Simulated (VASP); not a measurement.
# Sb (P6/mmm) in VASP: notebook

The runs below take Sb through single point, with PBEsol.

All numbers are computed with VASP 6.6.1; they aren't measurements. Logs are shortened: lines on timing, memory, paths and dates and some standing lists are left out, and cuts for length are marked.

## (1) The cell of the first run

It takes space group P6/mmm (No. 191, hexagonal). The conventional cell has a = 5.346 Å, b = 5.346 Å, c = 3.191 Å, α = 90.00°, β = 90.00°, γ = 120.00°. Within 4.2 Å of Sb (site symmetry 6/mmm) lie 14 Sb at 3.19 to 3.47 Å. Within 4.1 Å of Sb (site symmetry -6m2) lie 11 Sb at 3.09 to 3.47 Å.

## (2) Single point, PBEsol

Input file INCAR:

```
SYSTEM = Sb
PREC     = Accurate       ! precision mode
ENCUT    = 520            ! plane-wave cutoff, eV
EDIFF    = 1E-6           ! SCF threshold, eV
ISMEAR   = -1             ! smearing method
SIGMA    = 0.1            ! smearing width, eV
LREAL    = .False.        ! projectors in reciprocal space
LASPH    = .True.         ! aspherical terms in the spheres
NELM     = 100            ! most SCF steps
ALGO     = Normal         ! electronic algorithm
ISIF     = 2              ! what is computed and relaxed
LWAVE    = .False.        ! write WAVECAR
LCHARG   = .False.        ! write CHGCAR
GGA      = PS             ! functional
NBANDS   = 14             ! bands
```

Input file KPOINTS:

```
regular mesh
0
Gamma
  7 7 10
  0 0 0
```

Input file POSCAR:

```
Sb
1.0
    5.3457521682      0.0000000000      0.0000000000
   -2.6728760841      4.6295571800      0.0000000000
    0.0000000000      0.0000000000      3.1906315510
Sb
3
Direct
    1.0000000000      0.0000000000      0.0000000000
    0.3333333333      0.6666666667      0.5000000000
    0.6666666667      0.3333333333      0.5000000000
```

Potentials or basis: VASP PAW PBE potentials, release 64 (Sb).

Started as:

```bash
> cat potpaw_PBE.64/Sb/POTCAR > POTCAR
> mpirun -np 1 vasp_std > vasp.out
```

OUTCAR:

```text
SYSTEM = Sb
   PREC = Accurate
   ENCUT = 520
   EDIFF = 1E-6
   ISMEAR = -1
   LREAL = .False.
   LASPH = .True.
   NELM = 100
   ISIF = 2
   GGA = PS

 ion  position               nearest neighbor table
   1  0.000  0.000  0.000-   2 3.47   3 3.47   2 3.47   3 3.47   3 3.47   3 3.47   2 3.47   2 3.47
                             3 3.47   3 3.47   2 3.47   2 3.47
   2  0.333  0.667  0.500-   3 3.09   3 3.09   3 3.09   1 3.47   1 3.47   1 3.47   1 3.47   1 3.47
                             1 3.47
   3  0.667  0.333  0.500-   2 3.09   2 3.09   2 3.09   1 3.47   1 3.47   1 3.47   1 3.47   1 3.47
                             1 3.47

  LATTYP: Found a hexagonal cell.
 ALAT       =     5.3457521682
 C/A-ratio  =     0.5968536233

  Lattice vectors:

 A1 = (   5.3457521682,   0.0000000000,   0.0000000000)
 A2 = (  -2.6728760841,   4.6295571800,   0.0000000000)
 A3 = (   0.0000000000,   0.0000000000,   3.1906315510)

Analysis of symmetry for initial positions (statically):
=====================================================================
 Subroutine PRICEL returns:
 Original cell was already a primitive cell.

 Routine SETGRP: Setting up the symmetry group for a
 hexagonal supercell.

 Subroutine GETGRP returns: Found 24 space group operations
 (whereof 24 operations were pure point group operations)
 out of a pool of 24 trial point group operations.

The static configuration has the point symmetry D_6h.

Analysis of symmetry for dynamics (positions and initial velocities):
=====================================================================
 Subroutine PRICEL returns:
 Original cell was already a primitive cell.

 Routine SETGRP: Setting up the symmetry group for a
 hexagonal supercell.

 Subroutine GETGRP returns: Found 24 space group operations
 (whereof 24 operations were pure point group operations)
 out of a pool of 24 trial point group operations.

The dynamic configuration has the point symmetry D_6h.

 Subroutine INISYM returns: Found 24 space group operations
 (whereof 24 operations are pure point group operations),
 and found     1 'primitive' translations

----------------------------------------------------------------------------------------

                                     Primitive cell

  volume of cell :      78.9632

  direct lattice vectors                    reciprocal lattice vectors
     5.345752168  0.000000000  0.000000000     0.187064415  0.108001690  0.000000000
    -2.672876084  4.629557180  0.000000000     0.000000000  0.216003380  0.000000000
     0.000000000  0.000000000  3.190631551     0.000000000  0.000000000  0.313417574

  length of vectors
[... 93 lines left out ...]
   TEBEG  =    0.0;   TEEND  =   0.0 temperature during run
   PSTRESS=    0.0 pullay stress
   NELECT =      15.0000    total number of electrons
   NUPDOWN=      -1.0000    fix difference up-down
   EMIN   =  10.00;   EMAX   =-10.00  energy-range for DOS
   EFERMI =   0.00;   METHOD = LEGACY
   ISMEAR =    -1;   SIGMA  =   0.10  broadening in eV -4-tet -1-fermi 0-gaus
   EFERMI_NEDOS =   21; number of points for ismear=-14 and -15
   IALGO  =     38    algorithm
   IMIX   =      4    mixing-type and parameters
     AMIX     =   0.40;   BMIX     =  1.00
     AMIX_MAG =   1.60;   BMIX_MAG =  1.00
  volume/ion in A,a.u.               =      26.32       177.62
  Fermi-wavevector in a.u.,A,eV,Ry     =   0.941088  1.778399 12.049956  0.885647
  Thomas-Fermi vector in A             =   2.068564
   LORBIT       =      0    0 simple, 1 ext, 2 COOP (PROOUT), +10 PAW based schemes
   GGA     = PS    functional components
   LHFCALC =     F    Hartree Fock is set to
   AEXX    =    0.0000 exact exchange contribution
   IVDW    =     0    specifies the selected vdW correction
   LEPSILON=     F    determine dielectric tensor
   LRPA    =     F    only Hartree local field effects (RPA)
 non-spin polarized calculation
  energy-cutoff  :      520.00
  volume of cell :       78.96
 maximum number of plane-waves:      2146
 NGX is ok and might be reduce to    40
   NGX = 19   NGY = 19   NGZ = 11

 number of electron      15.0000000 magnetization

 Free energy of the ion-electron system (eV)
  ---------------------------------------------------
  ext. energy  EPLUGINS =         0.00000000
  ---------------------------------------------------
  free energy    TOTEN  =       -13.11316366 eV

  energy without entropy =      -13.04035431  energy(sigma->0) =      -13.07675898

 E-fermi :   8.6594     XC(G=0): -10.4207

 val. band max:        8.6496649419   @ k =   0.1429   0.1429   0.4000
 cond. band min:       8.6780109307   @ k =   0.4286   0.1429   0.3000
 fundamental gap:      0.0283459888
 Fermi energy:         8.6593518897

 k-point     1 :       0.0000    0.0000    0.0000
  band No.  band energies     occupation
      1      -4.4750      2.00000
      2       0.3529      2.00000
      3       0.5650      2.00000
      4       4.5065      2.00000
      5       4.5065      2.00000
      6       4.7783      2.00000
      7       4.7783      2.00000
      8      10.2832      0.00000
      9      14.1779      0.00000
     10      14.1779      0.00000
     11      14.2010      0.00000
     12      14.5835      0.00000
     13      14.5972      0.00000
     14      19.1138      0.00000
[... 377 lines left out ...]
      1      -2.2228      2.00000
      2      -1.3383      2.00000
      3      -1.2530      2.00000
      4       5.2922      2.00000
      5       5.8458      2.00000
      6       7.3482      2.00000
      7       8.0623      1.99491
      8       8.7455      0.59419
      9       9.3077      0.00305
     10      11.4700      0.00000
     11      11.4976      0.00000
     12      12.2935      0.00000
     13      15.9027      0.00000
     14      16.0604      0.00000

 [... further k-points ...]
[... 5 lines left out ...]
  --------------------------------------------------------------------------------------
  -------------------------------------------------------------------------------------
  Total        0.0039031      0.0039031      0.0055687      0.0000000     -0.0000000      0.0000000
  in kB        0.0791944      0.0791944      0.1129900      0.0000000     -0.0000000      0.0000000
  external PRESSURE =       0.0904596 kB  Pullay stress =       0.0000000 kB

 VOLUME and BASIS-vectors are now :
 -----------------------------------------------------------------------------
  energy-cutoff  :      520.00
  volume of cell :       78.96
      direct lattice vectors                 reciprocal lattice vectors
     5.345752168  0.000000000  0.000000000     0.187064415  0.108001690  0.000000000
    -2.672876084  4.629557180  0.000000000     0.000000000  0.216003380  0.000000000
     0.000000000  0.000000000  3.190631551     0.000000000  0.000000000  0.313417574

 POSITION                                       TOTAL-FORCE (eV/Angst)
 -----------------------------------------------------------------------------------
      0.00000      0.00000      0.00000         0.000000      0.000000     -0.000000
     -0.00000      3.08637      1.59532        -0.000000      0.000000     -0.000000
      2.67288      1.54319      1.59532         0.000000      0.000000      0.000000
 -----------------------------------------------------------------------------------
    total drift:                                0.000000     -0.000000      0.000000

  FREE ENERGIE OF THE ION-ELECTRON SYSTEM (eV)
  ---------------------------------------------------
  free  energy   TOTEN  =       -13.1131636586 eV

  energy  without entropy=      -13.0403543105  energy(sigma->0) =      -13.07675898
```

It took 42 s on 1 thread of Intel Xeon 8259CL, shared host; peak memory 0.2 GiB.

What came out:

```yaml
Free_energy: -13.1132 eV
Pressure: 0.0 GPa
```

Caveat: the PAW data sets were made with another functional, which shifts forces and pressure a little; spin-orbit coupling is left out, which moves the levels of the heavy elements.

## (3) Single point, PBEsol (volume scaled by 0.88)

Input file INCAR:

```
PREC = Accurate
ENCUT = 520
EDIFF = 1E-6
ISMEAR = -1
SIGMA = 0.1
LREAL = False
LASPH = True
NELM = 100
ALGO = Normal
ISIF = 2
LWAVE = False
LCHARG = False
GGA = PS
NBANDS = 14
```

Input file KPOINTS:

```
regular mesh
0
Gamma
  8 8 11
```

Input file POSCAR:

```
Sb
1.0
    5.1227486180      0.0000000000      0.0000000000
   -2.5613743090      4.4364304404      0.0000000000
    0.0000000000      0.0000000000      3.0575310740
Sb
3
Direct
    1.0000000000      0.0000000000      0.0000000000
    0.3333333333      0.6666666667      0.5000000000
    0.6666666667      0.3333333333      0.5000000000
```

Potentials or basis: VASP PAW PBE potentials, release 64 (Sb).

Started as:

```bash
> cat potpaw_PBE.64/Sb/POTCAR > POTCAR
> mpirun -np 1 vasp_std > vasp.out
```

It took 59 s on 1 thread of Intel Xeon 8259CL, shared host; peak memory 0.21 GiB.

Results (log left out):

```
Free energy : -12.8405 eV
Pressure    : 11.5 GPa
```

Stress tensor (GPa, compression positive):
```
12.62  0.00  0.00
 0.00 12.62  0.00
 0.00  0.00  9.27
```

Levels at points of the mesh, in eV from the Fermi level:
| k point | band 5 | band 6 | band 7 | band 8 | band 9 | band 10 | band 11 | band 12 |
| --- | --- | --- | --- | --- | --- | --- | --- | --- |
| (0.00, 0.00, 0.00) | -4.68 | -4.40 | -4.40 | 1.90 | 5.84 | 6.71 | 6.71 | 7.17 |
| (0.50, 0.00, 0.00) | -0.78 | -0.53 | 1.12 | 1.40 | 2.55 | 3.90 | 3.94 | 6.17 |

Caveat: the PAW data sets were made with another functional, which shifts forces and pressure a little; spin-orbit coupling is left out, which moves the levels of the heavy elements.

## (4) Single point, PBEsol (volume scaled by 0.92)

Input file INCAR:

```
SYSTEM = Sb
PREC = Accurate
ENCUT = 520
EDIFF = 1E-6
ISMEAR = -1
SIGMA = 0.1
LREAL = .False.
LASPH = .True.
NELM = 80
ALGO = Normal
ISIF = 2
LWAVE = .False.
LCHARG = .False.
GGA = PS
NBANDS = 14
```

Input file KPOINTS:

```
Automatic mesh
0
Gamma
  8 8 11
  0 0 0
```

Input file POSCAR:

```
Sb
1.0
    5.1992188266      0.0000000000      0.0000000000
   -2.5996094133      4.5026555836      0.0000000000
    0.0000000000      0.0000000000      3.1031725951
Sb
3
Direct
    1.0000000000      0.0000000000      0.0000000000
    0.3333333333      0.6666666667      0.5000000000
    0.6666666667      0.3333333333      0.5000000000
```

Started as:

```bash
> cat potpaw_PBE.64/Sb/POTCAR > POTCAR
> mpirun -np 1 vasp_std > vasp.out
```

It took 62 s on 1 thread of Intel Xeon 8259CL, shared host; peak memory 0.21 GiB.

Results (log left out):

```yaml
Free_energy: -13.0181 eV
Pressure: 6.7 GPa
```

Stress tensor (GPa, compression positive):
```
7.69 0.00 0.00
0.00 7.69 0.00
0.00 0.00 4.69
```

Levels at points of the mesh, in eV from the Fermi level:
| k point | band 4 | band 5 | band 6 | band 7 | band 8 | band 9 | band 10 | band 11 | band 12 | band 13 |
| --- | --- | --- | --- | --- | --- | --- | --- | --- | --- | --- |
| (0.00, 0.00, 0.00) | -4.45 | -4.45 | -4.17 | -4.17 | 1.84 | 5.77 | 6.32 | 6.32 | 6.75 | 6.79 |
| (0.50, 0.00, 0.00) | -6.33 | -0.84 | -0.59 | 1.10 | 1.41 | 2.44 | 3.74 | 3.78 | 5.84 | 6.71 |

Caveat: the PAW data sets were made with another functional, which shifts forces and pressure a little; spin-orbit coupling is left out, which moves the levels of the heavy elements.

## (5) Single point, PBEsol (volume scaled by 0.96)

Input file INCAR:

```
PREC = Accurate
ENCUT = 520
EDIFF = 1E-7
ISMEAR = -1
SIGMA = 0.1
LREAL = F
LASPH = T
NELM = 100
ALGO = Normal
ISIF = 2
LWAVE = F
LCHARG = T
GGA = PS
LELF = T
LVHAR = T
NBANDS = 14
```

Input file KPOINTS:

```
regular mesh
0
Gamma
  8 8 11
```

Input file POSCAR:

```
Sb
1.0
    5.2735034175      0.0000000000      0.0000000000
   -2.6367517087      4.5669879265      0.0000000000
    0.0000000000      0.0000000000      3.1475096223
Sb
3
Direct
    1.0000000000      0.0000000000      0.0000000000
    0.3333333333      0.6666666667      0.5000000000
    0.6666666667      0.3333333333      0.5000000000
```

Started as:

```bash
> cat potpaw_PBE.64/Sb/POTCAR > POTCAR
> mpirun -np 1 vasp_std > vasp.out
```

Run time: 65 s. Hardware: 1 thread of Intel Xeon 8259CL, shared host; peak memory 0.21 GiB.

Results (log left out):

```yaml
Free_energy: -13.1110 eV
Pressure: 2.9 GPa
```

Stress tensor (GPa, compression positive):
```
3.74 0.00 0.00
0.00 3.74 0.00
0.00 0.00 1.12
```

Levels at points of the mesh, in eV from the Fermi level:
| k point | band 4 | band 5 | band 6 | band 7 | band 8 | band 9 | band 10 | band 11 |
| --- | --- | --- | --- | --- | --- | --- | --- | --- |
| (0.00, 0.00, 0.00) | -4.24 | -4.24 | -3.96 | -3.96 | 1.78 | 5.70 | 5.96 | 5.96 |
| (0.50, 0.00, 0.00) | -6.04 | -0.89 | -0.65 | 1.08 | 1.41 | 2.33 | 3.58 | 3.62 |

Caveat: the PAW data sets were made with another functional, which shifts forces and pressure a little; spin-orbit coupling is left out, which moves the levels of the heavy elements.

## (6) Overview

| cell | k mesh | gap on the mesh (eV) | pressure (GPa) |
| --- | --- | --- | --- |
| a = 5.346, b = 5.346, c = 3.191 Å, angles 90.0, 90.0, 120.0°, 3 atoms | 7 × 7 × 10 | none | 0.0 |
| a = 5.123, b = 5.123, c = 3.058 Å, angles 90.0, 90.0, 120.0°, 3 atoms | 8 × 8 × 11 | none | 11.5 |
| a = 5.199, b = 5.199, c = 3.103 Å, angles 90.0, 90.0, 120.0°, 3 atoms | 8 × 8 × 11 | none | 6.7 |
| a = 5.274, b = 5.274, c = 3.148 Å, angles 90.0, 90.0, 120.0°, 3 atoms | 8 × 8 × 11 | none | 2.9 |

Alike in all rows: task single point; level PBEsol; potentials or basis VASP PAW PBE potentials, release 64 (Sb); no spin polarisation; cutoff (eV) 520; smearing fermi-dirac 0.1 eV.

Caveats: the PAW data sets were made with another functional, which shifts forces and pressure a little; spin-orbit coupling is left out, which moves the levels of the heavy elements.

Absolute energies hang on the potentials; compare differences alone.
